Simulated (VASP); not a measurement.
# WS2 in VASP: single point with PBEsol

Aim: the single point of WS2 with PBEsol.

Everything below comes from runs of VASP 6.6.1. Logs are shortened: lines on timing, memory, paths and dates and some standing lists are left out, and cuts for length are marked.

## Step 1: The cell of the first run

The cell holds a slab with vacuum, 3 atoms: a = 3.084 Å, b = 3.084 Å, c = 18.063 Å, α = 90.00°, β = 90.00°, γ = 120.00°.

## Step 2: Single point, PBEsol

File INCAR:

```
SYSTEM = WS2
PREC = Accurate ; ENCUT = 500
EDIFF = 1E-6 ; ISMEAR = 0
SIGMA = 0.05 ; LREAL = .FALSE.
LASPH = .TRUE. ; NELM = 120
ALGO = Normal ; ISIF = 2
LWAVE = .FALSE. ; LCHARG = .FALSE.
GGA = PS ; NBANDS = 20
GGA_COMPAT = .FALSE.
```

File KPOINTS:

```
Automatic mesh
0
G
  15 15 2
  0 0 0
```

File POSCAR:

```
WS2
1.0
    3.0839655899      0.0000000000      0.0000000000
   -1.5419827949      2.6707925452      0.0000000000
    0.0000000000      0.0000000000     18.0625737141
W S
1 2
Direct
    0.3333333333      0.6666666667      0.0000000000
    0.6666666667      0.3333333333      0.9079994900
    0.6666666667      0.3333333333      0.0920005100
```

Potentials or basis: VASP PAW PBE potentials, release 64 (W_sv, S).

The run is started by

```bash
> cat potpaw_PBE.64/W_sv/POTCAR potpaw_PBE.64/S/POTCAR > POTCAR
> mpirun -np 1 vasp_std > vasp.out
```

OUTCAR:

```text
SYSTEM = WS2
   PREC = Accurate
   ENCUT = 500
   EDIFF = 1E-6
   ISMEAR = 0
   LREAL = .FALSE.
   LASPH = .TRUE.
   NELM = 120
   ISIF = 2
   GGA = PS

 ion  position               nearest neighbor table
   1  0.333  0.667  0.000-   2 2.44   3 2.44   2 2.44   3 2.44   2 2.44   3 2.44
   2  0.667  0.333  0.908-   1 2.44   1 2.44   1 2.44
   3  0.667  0.333  0.092-   1 2.44   1 2.44   1 2.44

  LATTYP: Found a hexagonal cell.
 ALAT       =     3.0839655899
 C/A-ratio  =     5.8569310155

  Lattice vectors:

 A1 = (   3.0839655899,   0.0000000000,   0.0000000000)
 A2 = (  -1.5419827949,   2.6707925452,   0.0000000000)
 A3 = (   0.0000000000,   0.0000000000,  18.0625737141)

Analysis of symmetry for initial positions (statically):
=====================================================================
 Subroutine PRICEL returns:
 Original cell was already a primitive cell.

 Routine SETGRP: Setting up the symmetry group for a
 hexagonal supercell.

 Subroutine GETGRP returns: Found 12 space group operations
 (whereof 12 operations were pure point group operations)
 out of a pool of 24 trial point group operations.

The static configuration has the point symmetry D_3h.

Analysis of symmetry for dynamics (positions and initial velocities):
=====================================================================
 Subroutine PRICEL returns:
 Original cell was already a primitive cell.

 Routine SETGRP: Setting up the symmetry group for a
 hexagonal supercell.

 Subroutine GETGRP returns: Found 12 space group operations
 (whereof 12 operations were pure point group operations)
 out of a pool of 24 trial point group operations.

The dynamic configuration has the point symmetry D_3h.

 Subroutine INISYM returns: Found 12 space group operations
 (whereof 12 operations are pure point group operations),
 and found     1 'primitive' translations

----------------------------------------------------------------------------------------

                                     Primitive cell

  volume of cell :     148.7748

  direct lattice vectors                    reciprocal lattice vectors
     3.083965590  0.000000000  0.000000000     0.324257833  0.187210347  0.000000000
    -1.541982795  2.670792545  0.000000000     0.000000000  0.374420695  0.000000000
     0.000000000  0.000000000 18.062573714     0.000000000  0.000000000  0.055363096

  length of vectors
     3.083965590  3.083965590 18.062573714     0.374420695  0.374420695  0.055363096

  position of ions in fractional coordinates (direct lattice)
     0.333333333  0.666666667  0.000000000
     0.666666667  0.333333333  0.907999490
     0.666666667  0.333333333  0.092000510

  ion indices of the primitive-cell ions
   primitive index   ion index
                 1           1
                 2           2
                 3           3

----------------------------------------------------------------------------------------

 KPOINTS: Automatic mesh

Automatic generation of k-mesh.
 Grid dimensions read from file:
 generate k-points for:   15   15    2

 Generating k-lattice:

  Cartesian coordinates                     Fractional coordinates (reciprocal lattice)
     0.021617189  0.012480690  0.000000000     0.066666667  0.000000000  0.000000000
     0.000000000  0.024961380  0.000000000     0.000000000  0.066666667  0.000000000
     0.000000000  0.000000000  0.027681548     0.000000000  0.000000000  0.500000000

  Length of vectors
     0.024961380  0.024961380  0.027681548

  Shift w.r.t. Gamma in fractional coordinates (k-lattice)
     0.000000000  0.000000000  0.000000000

 Subroutine IBZKPT returns following result:
 ===========================================

 Found     54 irreducible k-points:

 Following reciprocal coordinates:
            Coordinates               Weight
  0.000000  0.000000  0.000000      1.000000
  0.066667 -0.000000  0.000000      6.000000
  0.133333  0.000000  0.000000      6.000000
  0.200000 -0.000000  0.000000      6.000000
  0.266667  0.000000  0.000000      6.000000
  0.333333 -0.000000  0.000000      6.000000
[... 16 lines left out ...]
  0.333333  0.200000  0.000000     12.000000
  0.400000  0.200000  0.000000      6.000000
 [... further k-points ...]
   k-points           NKPTS =     54   k-points in BZ     NKDIM =     54   number of bands    NBANDS=     20
   number of dos      NEDOS =    301   number of ions     NIONS =      3
   total plane-waves  NPLWV =  80640
   dimension x,y,z NGX =    24 NGY =   24 NGZ =  140
   dimension x,y,z NGXF=    48 NGYF=   48 NGZF=  280
   ions per type =               1   2
   NGX,Y,Z   is equivalent  to a cutoff of  12.94, 12.94, 12.89 a.u.
   NGXF,Y,Z  is equivalent  to a cutoff of  25.88, 25.88, 25.77 a.u.
 SYSTEM =  WS2
   PREC   = accura    normal or accurate (medium, high low for compatibility)
   ISTART =      0    job   : 0-new  1-cont  2-samecut
   ICHARG =      2    charge: 1-file 2-atom 10-const
   ISPIN  =      1    spin polarized calculation?
   LNONCOLLINEAR =      F non collinear calculations
   LSORBIT =      F    spin-orbit coupling
   LASPH  =      T    aspherical Exc in radial PAW
   ENCUT  =  500.0 eV  36.75 Ry    6.06 a.u.   5.62  5.62 32.93*2*pi/ulx,y,z
   NELM   =    120;   NELMIN=  2; NELMDL= -5     # of ELM steps
   EDIFF  = 0.1E-05   stopping-criterion for ELM
   LREAL  =      F    real-space projection
   EDIFFG = 0.1E-04   stopping-criterion for IOM
   NSW    =      0    number of steps for IOM
   IBRION =     -1    ionic relax: 0-MD 1-quasi-New 2-CG
   NFREE  =      0    steps in history (QN), initial steepest desc. (CG)
   ISIF   =      2    stress and relaxation
   ISYM   =      2    0-nonsym 1-usesym 2-fastsym
   POTIM  = 0.5000    time-step for ionic-motion
   TEBEG  =    0.0;   TEEND  =   0.0 temperature during run
   PSTRESS=    0.0 pullay stress
   NELECT =      26.0000    total number of electrons
   NUPDOWN=      -1.0000    fix difference up-down
   EMIN   =  10.00;   EMAX   =-10.00  energy-range for DOS
   EFERMI =   0.00;   METHOD = LEGACY
   ISMEAR =     0;   SIGMA  =   0.05  broadening in eV -4-tet -1-fermi 0-gaus
   EFERMI_NEDOS =   21; number of points for ismear=-14 and -15
   IALGO  =     38    algorithm
   IMIX   =      4    mixing-type and parameters
     AMIX     =   0.40;   BMIX     =  1.00
     AMIX_MAG =   1.60;   BMIX_MAG =  1.00
  volume/ion in A,a.u.               =      49.59       334.66
  Fermi-wavevector in a.u.,A,eV,Ry     =   0.915285  1.729637 11.398226  0.837746
  Thomas-Fermi vector in A             =   2.040009
   LORBIT       =      0    0 simple, 1 ext, 2 COOP (PROOUT), +10 PAW based schemes
   GGA     = PS    functional components
   LHFCALC =     F    Hartree Fock is set to
   AEXX    =    0.0000 exact exchange contribution
   IVDW    =     0    specifies the selected vdW correction
   LEPSILON=     F    determine dielectric tensor
   LRPA    =     F    only Hartree local field effects (RPA)
 non-spin polarized calculation
 Gauss-broadening in eV      SIGMA  =   0.05
  energy-cutoff  :      500.00
  volume of cell :      148.77
 maximum number of plane-waves:      3822
 NGX is ok and might be reduce to    24
   NGX = 11   NGY = 11   NGZ = 65

 number of electron      26.0000004 magnetization

 Free energy of the ion-electron system (eV)
  ---------------------------------------------------
  ext. energy  EPLUGINS =         0.00000000
  ---------------------------------------------------
  free energy    TOTEN  =       -25.10983641 eV

  energy without entropy =      -25.10983641  energy(sigma->0) =      -25.10983641

 E-fermi :  -0.7945     XC(G=0):  -4.4693

 val. band max:       -1.1349391148   @ k =   0.3333   0.3333   0.0000
 cond. band min:       0.5191804127   @ k =   0.2000   0.1333   0.0000
 fundamental gap:      1.6541195275
 Fermi energy:        -0.7945428580

 k-point     1 :       0.0000    0.0000    0.0000
  band No.  band energies     occupation
      1     -75.0815      2.00000
      2     -39.3726      2.00000
      3     -39.0867      2.00000
      4     -39.0867      2.00000
      5     -15.9873      2.00000
      6     -14.5830      2.00000
[... 12 lines left out ...]
     19       4.1954      0.00000
     20       4.7096      0.00000

 k-point     2 :       0.0667   -0.0000    0.0000
  band No.  band energies     occupation
      1     -75.0804      2.00000
      2     -39.3691      2.00000
      3     -39.1066      2.00000
      4     -39.0913      2.00000
      5     -15.9061      2.00000
      6     -14.5451      2.00000
[... 12 lines left out ...]
     19       4.2928      0.00000
     20       4.9490      0.00000

 k-point     3 :       0.1333    0.0000    0.0000
  band No.  band energies     occupation
      1     -75.0772      2.00000
      2     -39.3592      2.00000
      3     -39.1624      2.00000
      4     -39.1043      2.00000
      5     -15.6697      2.00000
      6     -14.4345      2.00000
[... 12 lines left out ...]
     19       4.5763      0.00000
     20       5.3776      0.00000

 k-point     4 :       0.2000   -0.0000    0.0000
  band No.  band energies     occupation
      1     -75.0726      2.00000
      2     -39.3445      2.00000
      3     -39.2437      2.00000
      4     -39.1233      2.00000
      5     -15.2989      2.00000
      6     -14.2616      2.00000
[... 12 lines left out ...]
     19       5.0223      0.00000
     20       5.7868      0.00000

 k-point     5 :       0.2667    0.0000    0.0000
  band No.  band energies     occupation
      1     -75.0673      2.00000
      2     -39.3358      2.00000
      3     -39.3276      2.00000
      4     -39.1451      2.00000
      5     -14.8297      2.00000
      6     -14.0453      2.00000
[... 12 lines left out ...]
     19       5.5742      0.00000
     20       6.0625      0.00000
[... 353 lines left out ...]
      6     -13.7495      2.00000
[... 12 lines left out ...]
     19       6.3349      0.00000
     20       6.4815      0.00000

 k-point    22 :       0.2667    0.2000    0.0000
  band No.  band energies     occupation
      1     -75.0572      2.00000
      2     -39.4447      2.00000
      3     -39.2956      2.00000
      4     -39.2504      2.00000
      5     -13.7582      2.00000
      6     -13.5492      2.00000
[... 12 lines left out ...]
     19       6.8407      0.00000
     20       7.1000      0.00000

 k-point    23 :       0.3333    0.2000    0.0000
  band No.  band energies     occupation
      1     -75.0546      2.00000
      2     -39.4705      2.00000
      3     -39.2875      2.00000
      4     -39.2783      2.00000
      5     -13.4232      2.00000
      6     -13.3988      2.00000
[... 12 lines left out ...]
     19       7.0561      0.00000
     20       7.6443      0.00000

 k-point    24 :       0.4000    0.2000    0.0000
  band No.  band energies     occupation
      1     -75.0537      2.00000
      2     -39.4791      2.00000
      3     -39.2886      2.00000
      4     -39.2846      2.00000
      5     -13.3422      2.00000
      6     -13.2950      2.00000
[... 12 lines left out ...]
     19       7.1109      0.00000
     20       7.9991      0.00000

 [... further k-points ...]

------------------------ aborting loop because EDIFF is reached ----------------------------------------

  FORCE on cell =-STRESS in cart. coord.  units (eV):
  Direction    XX          YY          ZZ          XY          YZ          ZX
  --------------------------------------------------------------------------------------
  -------------------------------------------------------------------------------------
  Total        0.5105401      0.5105401     -4.4604320      0.0000000      0.0000000      0.0000000
  in kB        5.4980804      5.4980804    -48.0350442      0.0000000      0.0000000      0.0000000
  external PRESSURE =     -12.3462945 kB  Pullay stress =       0.0000000 kB

 VOLUME and BASIS-vectors are now :
 -----------------------------------------------------------------------------
  energy-cutoff  :      500.00
  volume of cell :      148.77
      direct lattice vectors                 reciprocal lattice vectors
     3.083965590  0.000000000  0.000000000     0.324257833  0.187210347  0.000000000
    -1.541982795  2.670792545  0.000000000     0.000000000  0.374420695  0.000000000
     0.000000000  0.000000000 18.062573714     0.000000000  0.000000000  0.055363096

 POSITION                                       TOTAL-FORCE (eV/Angst)
 -----------------------------------------------------------------------------------
     -0.00000      1.78053      0.00000        -0.000000     -0.000000      0.000000
      1.54198      0.89026     16.40081         0.000000      0.000000      1.332594
      1.54198      0.89026      1.66177         0.000000      0.000000     -1.332594
 -----------------------------------------------------------------------------------
    total drift:                               -0.000000      0.000000     -0.000000

  FREE ENERGIE OF THE ION-ELECTRON SYSTEM (eV)
  ---------------------------------------------------
  free  energy   TOTEN  =       -25.1098364119 eV

  energy  without entropy=      -25.1098364119  energy(sigma->0) =      -25.10983641
```

It took 3.4 min on 1 thread of AMD EPYC 7R13 (Zen 3), shared host; peak memory 0.32 GiB.

Results:

```yaml
Free_energy: -25.1098 eV
Largest_force: 1.333 eV/Å
Band_gap_on_the_k_mesh: 1.65 eV (least direct gap 2.43 eV)
```

Forces in eV/Å, atoms in the order of the input:
```
W    0.000  0.000  0.000
S    0.000  0.000  1.333
S    0.000  0.000 -1.333
```

Levels at points of the mesh, in eV from the valence-band top:
```tsv
k point	band 9	band 10	band 11	band 12	band 13	band 14	band 15	band 16	band 17	band 18
(0.00, 0.00, 0.00)	-2.32	-2.32	-1.07	-1.07	-0.71	3.01	3.01	3.10	3.10	5.01
(0.00, 0.00, 0.50)	-2.32	-2.32	-1.07	-1.07	-0.71	3.01	3.01	3.10	3.10	5.10
```

Caveat: there is no dipole correction, which matters where the two faces differ; the PAW data sets were made with another functional, which shifts forces and pressure a little; spin-orbit coupling is left out, which moves the levels of the heavy elements.
